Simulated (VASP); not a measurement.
# Te (I4_1/amd) in VASP: single point with PBEsol

Aim: the single point of Te with PBEsol.

All numbers are computed with VASP 6.6.1; they aren't measurements. Logs are shortened: lines on timing, memory, paths and dates and some standing lists are left out, and cuts for length are marked.

**1. The cell of the first run**

It takes space group I4_1/amd (No. 141, tetragonal). Conventional cell: a = 6.306 Å, b = 6.306 Å, c = 3.085 Å, α = 90.00°, β = 90.00°, γ = 90.00°. Te (site symmetry -4m2) has 10 Te at 3.09 to 3.91 Å within 4.1 Å.

**2. Single point, PBEsol**

INCAR reads:

```
SYSTEM = Te
PREC = Accurate ; ENCUT = 520
EDIFF = 1E-7 ; ISMEAR = 0
SIGMA = 0.1 ; LREAL = .FALSE.
LASPH = .TRUE. ; NELM = 100
ALGO = Normal ; ISIF = 2
LWAVE = .FALSE. ; LCHARG = .FALSE.
GGA = PS ; NBANDS = 13
```

KPOINTS reads:

```
regular mesh
0
G
  18 18 18
  0 0 0
```

POSCAR reads:

```
Te
1.0
   -3.1528500095      3.1528500095      1.5427246754
    3.1528500095     -3.1528500095      1.5427246754
    3.1528500095      3.1528500095     -1.5427246754
Te
2
Direct
    0.0000000000      0.0000000000      0.0000000000
    0.7500000000      0.2500000000      0.5000000000
```

Potentials or basis: VASP PAW PBE potentials, release 64 (Te).

The run is started by

```sh
> cat potpaw_PBE.64/Te/POTCAR > POTCAR
> mpirun -np 1 vasp_std > vasp.out
```

OUTCAR:

```text
SYSTEM = Te
   PREC = Accurate
   ENCUT = 520
   EDIFF = 1E-7
   ISMEAR = 0
   LREAL = .FALSE.
   LASPH = .TRUE.
   NELM = 100
   ISIF = 2
   GGA = PS

 ion  position               nearest neighbor table
   1  0.000  0.000  0.000-   2 3.25   2 3.25   2 3.25   2 3.25
   2  0.750  0.250  0.500-   1 3.25   1 3.25   1 3.25   1 3.25

  LATTYP: Found a body centered tetragonal cell.
 ALAT       =     6.3057000190
 C/A-ratio  =     0.4893111536

  Lattice vectors:

 A1 = (  -3.1528500095,   3.1528500095,   1.5427246754)
 A2 = (   3.1528500095,  -3.1528500095,   1.5427246754)
 A3 = (   3.1528500095,   3.1528500095,  -1.5427246754)

Analysis of symmetry for initial positions (statically):
=====================================================================
 Subroutine PRICEL returns:
 Original cell was already a primitive cell.

 Routine SETGRP: Setting up the symmetry group for a
 body centered tetragonal supercell.

 Subroutine GETGRP returns: Found 16 space group operations
 (whereof  8 operations were pure point group operations)
 out of a pool of 16 trial point group operations.

The static configuration has the point symmetry D_2d.
 The point group associated with its full space group is D_4h.

Analysis of symmetry for dynamics (positions and initial velocities):
=====================================================================
 Subroutine PRICEL returns:
 Original cell was already a primitive cell.

 Routine SETGRP: Setting up the symmetry group for a
 body centered tetragonal supercell.

 Subroutine GETGRP returns: Found 16 space group operations
 (whereof  8 operations were pure point group operations)
 out of a pool of 16 trial point group operations.

The dynamic configuration has the point symmetry D_2d.
 The point group associated with its full space group is D_4h.

 Subroutine INISYM returns: Found 16 space group operations
 (whereof  8 operations are pure point group operations),
 and found     1 'primitive' translations

----------------------------------------------------------------------------------------

                                     Primitive cell

  volume of cell :      61.3416

  direct lattice vectors                    reciprocal lattice vectors
    -3.152850009  3.152850009  1.542724675     0.000000000  0.158586675  0.324101901
     3.152850009 -3.152850009  1.542724675     0.158586675  0.000000000  0.324101901
     3.152850009  3.152850009 -1.542724675     0.158586675  0.158586675  0.000000000

  length of vectors
     4.718148555  4.718148555  4.718148555     0.360820975  0.360820975  0.224275427

  position of ions in fractional coordinates (direct lattice)
     0.000000000  0.000000000  0.000000000
     0.750000000  0.250000000  0.500000000

  ion indices of the primitive-cell ions
   primitive index   ion index
                 1           1
                 2           2

----------------------------------------------------------------------------------------

 KPOINTS: regular mesh

Automatic generation of k-mesh.
 Grid dimensions read from file:
 generate k-points for:   18   18   18

 Generating k-lattice:

  Cartesian coordinates                     Fractional coordinates (reciprocal lattice)
     0.000000000  0.008810371  0.018005661     0.055555556  0.000000000 -0.000000000
     0.008810371  0.000000000  0.018005661     0.000000000  0.055555556 -0.000000000
     0.008810371  0.008810371  0.000000000     0.000000000  0.000000000  0.055555556

  Length of vectors
     0.020045610  0.020045610  0.012459746

  Shift w.r.t. Gamma in fractional coordinates (k-lattice)
     0.000000000  0.000000000  0.000000000

 Subroutine IBZKPT returns following result:
 ===========================================

 Found    480 irreducible k-points:

 Following reciprocal coordinates:
            Coordinates               Weight
  0.000000  0.000000  0.000000      1.000000
  0.055556  0.000000 -0.000000      8.000000
  0.111111  0.000000 -0.000000      8.000000
  0.166667  0.000000  0.000000      8.000000
  0.222222  0.000000 -0.000000      8.000000
  0.277778  0.000000  0.000000      8.000000
[... 16 lines left out ...]
 -0.277778  0.055556 -0.000000     16.000000
 -0.222222  0.055556  0.000000     16.000000
 [... further k-points ...]
   k-points           NKPTS =    480   k-points in BZ     NKDIM =    480   number of bands    NBANDS=     13
   number of dos      NEDOS =    301   number of ions     NIONS =      2
   total plane-waves  NPLWV =  46656
   dimension x,y,z NGX =    36 NGY =   36 NGZ =   36
   dimension x,y,z NGXF=    72 NGYF=   72 NGZF=   72
   ions per type =               2
   NGX,Y,Z   is equivalent  to a cutoff of  12.68, 12.68, 12.68 a.u.
   NGXF,Y,Z  is equivalent  to a cutoff of  25.37, 25.37, 25.37 a.u.
 SYSTEM =  Te
   PREC   = accura    normal or accurate (medium, high low for compatibility)
   ISTART =      0    job   : 0-new  1-cont  2-samecut
   ICHARG =      2    charge: 1-file 2-atom 10-const
   ISPIN  =      1    spin polarized calculation?
   LNONCOLLINEAR =      F non collinear calculations
   LSORBIT =      F    spin-orbit coupling
   LASPH  =      T    aspherical Exc in radial PAW
   ENCUT  =  520.0 eV  38.22 Ry    6.18 a.u.   8.77  8.77  8.77*2*pi/ulx,y,z
   NELM   =    100;   NELMIN=  2; NELMDL= -5     # of ELM steps
   EDIFF  = 0.1E-06   stopping-criterion for ELM
   LREAL  =      F    real-space projection
   EDIFFG = 0.1E-05   stopping-criterion for IOM
   NSW    =      0    number of steps for IOM
   IBRION =     -1    ionic relax: 0-MD 1-quasi-New 2-CG
   NFREE  =      0    steps in history (QN), initial steepest desc. (CG)
   ISIF   =      2    stress and relaxation
   ISYM   =      2    0-nonsym 1-usesym 2-fastsym
   POTIM  = 0.5000    time-step for ionic-motion
   TEBEG  =    0.0;   TEEND  =   0.0 temperature during run
   PSTRESS=    0.0 pullay stress
   NELECT =      12.0000    total number of electrons
   NUPDOWN=      -1.0000    fix difference up-down
   EMIN   =  10.00;   EMAX   =-10.00  energy-range for DOS
   EFERMI =   0.00;   METHOD = LEGACY
   ISMEAR =     0;   SIGMA  =   0.10  broadening in eV -4-tet -1-fermi 0-gaus
   EFERMI_NEDOS =   21; number of points for ismear=-14 and -15
   IALGO  =     38    algorithm
   IMIX   =      4    mixing-type and parameters
     AMIX     =   0.40;   BMIX     =  1.00
     AMIX_MAG =   1.60;   BMIX_MAG =  1.00
  volume/ion in A,a.u.               =      30.67       206.98
  Fermi-wavevector in a.u.,A,eV,Ry     =   0.950350  1.795901 12.288307  0.903165
  Thomas-Fermi vector in A             =   2.078718
   LORBIT       =      0    0 simple, 1 ext, 2 COOP (PROOUT), +10 PAW based schemes
   GGA     = PS    functional components
   LHFCALC =     F    Hartree Fock is set to
   AEXX    =    0.0000 exact exchange contribution
   IVDW    =     0    specifies the selected vdW correction
   LEPSILON=     F    determine dielectric tensor
   LRPA    =     F    only Hartree local field effects (RPA)
 non-spin polarized calculation
 Gauss-broadening in eV      SIGMA  =   0.10
  energy-cutoff  :      520.00
  volume of cell :       61.34
 maximum number of plane-waves:      1672
   NGX = 17   NGY = 17   NGZ = 17

 number of electron      11.9999998 magnetization

 Free energy of the ion-electron system (eV)
  ---------------------------------------------------
  ext. energy  EPLUGINS =         0.00000000
  ---------------------------------------------------
  free energy    TOTEN  =        -6.67793063 eV

  energy without entropy =       -6.67098313  energy(sigma->0) =       -6.67445688

 E-fermi :   7.1635     XC(G=0):  -9.7544

 val. band max:        7.1590827562   @ k =   0.3333   0.3333   0.0556
 cond. band min:       7.1655086894   @ k =  -0.0556   0.1111   0.0556
 fundamental gap:      0.0064259332
 Fermi energy:         7.1635100753

 k-point     1 :       0.0000    0.0000    0.0000
  band No.  band energies     occupation
      1      -6.8758      2.00000
      2      -3.3399      2.00000
      3       2.5214      2.00000
      4       2.5214      2.00000
      5       8.0557      0.00000
      6       8.0557      0.00000
      7       8.9507      0.00000
      8      10.1781      0.00000
      9      10.2481      0.00000
     10      13.2507      0.00000
     11      13.2817      0.00000
     12      15.8108      0.00000
     13      15.9404      0.00000

 k-point     2 :       0.0556    0.0000   -0.0000
  band No.  band energies     occupation
      1      -6.8216      2.00000
      2      -3.3213      2.00000
      3       2.5445      2.00000
      4       2.6077      2.00000
      5       7.9556      0.00000
      6       8.0862      0.00000
      7       9.0361      0.00000
      8       9.7286      0.00000
      9       9.7711      0.00000
     10      13.2994      0.00000
     11      13.4255      0.00000
     12      16.3179      0.00000
     13      16.4473      0.00000

 k-point     3 :       0.1111    0.0000   -0.0000
  band No.  band energies     occupation
      1      -6.6597      2.00000
      2      -3.2641      2.00000
      3       2.6147      2.00000
      4       2.8613      2.00000
      5       7.6658      0.00000
      6       8.1687      0.00000
      7       8.6721      0.00000
      8       8.7236      0.00000
      9       9.2899      0.00000
     10      13.4378      0.00000
     11      13.8029      0.00000
     12      15.4205      0.00000
     13      15.6071      0.00000
[... 305 lines left out ...]
 k-point    23 :      -0.2778    0.0556   -0.0000
  band No.  band energies     occupation
      1      -5.9372      2.00000
      2      -3.1864      2.00000
      3       2.8199      2.00000
      4       4.0777      2.00000
      5       5.5391      2.00000
      6       6.3351      2.00000
      7       6.9082      1.99969
      8       8.3440      0.00000
      9      10.6041      0.00000
     10      13.3487      0.00000
     11      13.4187      0.00000
     12      14.3720      0.00000
     13      16.6833      0.00000

 k-point    24 :      -0.2222    0.0556    0.0000
  band No.  band energies     occupation
      1      -6.3200      2.00000
      2      -3.3103      2.00000
      3       2.6691      2.00000
      4       3.5232      2.00000
      5       6.6164      2.00000
      6       7.4292      0.00017
      7       7.5937      0.00000
      8       8.2591      0.00000
      9       9.9990      0.00000
     10      13.7403      0.00000
     11      14.0581      0.00000
     12      14.5182      0.00000
     13      15.9185      0.00000

 [... further k-points ...]
[... 5 lines left out ...]
  --------------------------------------------------------------------------------------
  -------------------------------------------------------------------------------------
  Total        0.0056761      0.0056761      0.0069614      0.0000000      0.0000000      0.0000000
  in kB        0.1482545      0.1482545      0.1818233      0.0000000      0.0000000      0.0000000
  external PRESSURE =       0.1594441 kB  Pullay stress =       0.0000000 kB

 VOLUME and BASIS-vectors are now :
 -----------------------------------------------------------------------------
  energy-cutoff  :      520.00
  volume of cell :       61.34
      direct lattice vectors                 reciprocal lattice vectors
    -3.152850009  3.152850009  1.542724675     0.000000000  0.158586675  0.324101901
     3.152850009 -3.152850009  1.542724675     0.158586675  0.000000000  0.324101901
     3.152850009  3.152850009 -1.542724675     0.158586675  0.158586675  0.000000000

 POSITION                                       TOTAL-FORCE (eV/Angst)
 -----------------------------------------------------------------------------------
      0.00000      0.00000      0.00000         0.000000     -0.000000      0.000000
      0.00000      3.15285      0.77136        -0.000000      0.000000     -0.000000
 -----------------------------------------------------------------------------------
    total drift:                               -0.000000      0.000000     -0.000000

  FREE ENERGIE OF THE ION-ELECTRON SYSTEM (eV)
  ---------------------------------------------------
  free  energy   TOTEN  =        -6.6779306321 eV

  energy  without entropy=       -6.6709831328  energy(sigma->0) =       -6.67445688
```

Run time: 5.1 min. Hardware: 1 thread of Intel Xeon Platinum 8488C (Sapphire Rapids), shared host; peak memory 0.44 GiB.

What came out:

```yaml
Free_energy: -6.6779 eV
Pressure: 0.0 GPa
Band_gap_on_the_k_mesh: zero (bands 6 and 7 overlap by 3.68 eV)
```

Caveat: the PAW data sets were made with another functional, which shifts forces and pressure a little; spin-orbit coupling is left out, which moves the levels of the heavy elements.
